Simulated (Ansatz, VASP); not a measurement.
**SbS5: VASP beside Ansatz**

The input INCAR:

```
SYSTEM = SbS5
PREC     = Accurate       ! precision mode
ENCUT    = 600            ! plane-wave cutoff, eV
EDIFF    = 1E-7           ! SCF threshold, eV
ISMEAR   = 0              ! smearing method
SIGMA    = 0.1            ! smearing width, eV
LREAL    = .FALSE.        ! projectors in reciprocal space
LASPH    = .TRUE.         ! aspherical terms in the spheres
NELM     = 80             ! most SCF steps
ALGO     = Normal         ! electronic algorithm
ISIF     = 3              ! what is computed and relaxed
LWAVE    = .FALSE.        ! write WAVECAR
LCHARG   = .FALSE.        ! write CHGCAR
GGA      = PE             ! functional
IBRION   = 2              ! ionic algorithm
NSW      = 90             ! ionic steps
EDIFFG   = -0.04          ! ionic threshold
```

KPOINTS

```
regular mesh
0
G
  3 3 3
  0 0 0
```

The input POSCAR:

```
SbS5
1.0
    3.0120371100      1.7390004400      5.6722914900
   -3.0120371100      1.7390004400      5.6722914900
    0.0000000000     -3.4780008800      5.6722914900
Sb S
1 5
Direct
    0.5000000000      0.5000000000      0.5000000000
    0.6659068300      0.3340931700      0.0000000000
    0.1671338100      0.1671338100      0.1671338100
    0.0000000000      0.6659068300      0.3340931700
    0.3340931700      0.0000000000      0.6659068300
    0.8328661900      0.8328661900      0.8328661900
```

Input for Ansatz:

```yaml
crystal:
  lattice:
    - [3.01203711, 1.73900044, 5.67229149]
    - [-3.01203711, 1.73900044, 5.67229149]
    - [0.0, -3.47800088, 5.67229149]
  atoms:
    - { symbol: Sb, position: [0.5, 0.5, 0.5] }
    - { symbol: S, position: [0.66590683, 0.33409317, 0.0] }
    - { symbol: S, position: [0.16713381, 0.16713381, 0.16713381] }
    - { symbol: S, position: [0.0, 0.66590683, 0.33409317] }
    - { symbol: S, position: [0.33409317, 0.0, 0.66590683] }
    - { symbol: S, position: [0.83286619, 0.83286619, 0.83286619] }
basis:
  ecutwfc: 420
kpoints:
  mp_grid: { grid: [3, 3, 3] }
hamiltonian:
  xc: pbe
scf:
  occupations: { method: gaussian, width: 0.1 }
  lower_state_search: "off"
output:
  forces: true
  stress: true
  eigenvalues: true
relax:
  adjacent_minimum: "off"
  f_tol: 0.04
  max_steps: 70
  cell: { stress_tol: 0.4 }
```

Change from the starting cell: species swapped into the Mg5Sn type (R32, No. 155).

Alike in both runs: task relaxation of cell and atoms; functional PBE; k mesh 3 × 3 × 3; occupations gaussian, width 0.1 eV; no spin polarisation.

```csv
,VASP,Ansatz
version,VASP 6.6.1,Ansatz 0.2.0
potentials or method,"VASP PAW PBE potentials, release 64 (Sb, S), cutoff 600 eV","scalar-relativistic, plane waves, PAW"
valence electrons in the cell,35,45
```

Ansatz gave:

* gap on the k mesh at the Fermi level, each at its own relaxed structure (eV): none
* relaxed volume (Å³/atom): 24.39
* relaxed length of the cell vector where the two differ most in proportion (Å): 5.346

Task: Which values does VASP return?

Result: gap on the k mesh at the Fermi level, each at its own relaxed structure (eV): none; relaxed volume (Å³/atom): 24.47; relaxed length of the cell vector where the two differ most in proportion (Å): 5.351.

A gap of «none» marks a metal or a gap that the smearing closes. VASP's potentials hold 35 valence electrons a cell and Ansatz's 45, so a difference there can come from the potentials and not from the codes.

The k mesh is coarse, so the values compare programs but aren't converged. Neither program's run includes spin-orbit coupling. Noted on VASP's run: the volume moved by over 15 % at a fixed basis, so the end points are rough.
